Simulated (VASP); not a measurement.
A run of VASP 6.6.1 is set up as follows.

File INCAR:

```
PREC     = Accurate       # precision mode
ENCUT    = 520            # plane-wave cutoff, eV
EDIFF    = 1E-6           # SCF threshold, eV
ISMEAR   = -1             # smearing method
SIGMA    = 0.05           # smearing width, eV
LREAL    = F              # projectors in reciprocal space
LASPH    = T              # aspherical terms in the spheres
NELM     = 60             # most SCF steps
ALGO     = Normal         # electronic algorithm
ISIF     = 2              # what is computed and relaxed
LWAVE    = F              # write WAVECAR
LCHARG   = F              # write CHGCAR
GGA      = PE             # functional
NBANDS   = 16             # bands
```

File KPOINTS:

```
Automatic mesh
0
Gamma
  6 6 6
```

The input POSCAR:

```
ZnS
1.0
    3.8490680563      0.0000000000      0.0000000000
    1.9245340282      3.3333907177      0.0000000000
    1.9245340282      1.1111302392      3.1427509078
Zn S
1 1
Direct
    0.2500000000      0.2500000000      0.2500000000
    0.0000000000      0.0000000000      0.0000000000
```

Potentials or basis: VASP PAW PBE potentials, release 64 (Zn, S).

Launch:

```console
$ cat potpaw_PBE.64/Zn/POTCAR potpaw_PBE.64/S/POTCAR > POTCAR
$ mpirun -np 1 vasp_std > vasp.out
```

Predict the band gap on the k mesh.

2.02 eV, direct.

What does it give for the pressure?

0.2 GPa.

**What was measured.**

“Electronic, vibrational, and thermodynamic properties of ZnS (zincblende and rocksalt structure)”, 2009, arxiv:0911.5022 quotes, for a bulk crystal of ZnS at 19 K: band gap 3.85 eV (direct).

Against the measured gap of ZnS, 3.85 eV (direct; 19 K; quoted in “Electronic, vibrational, and thermodynamic properties of ZnS (zincblende and rocksalt structure)”, 2009, arxiv:0911.5022), the calculated 2.02 eV is off by -1.83 eV. The value is that of PBE, without temperature or zero-point motion. Semilocal functionals fall short of measured gaps as a rule.
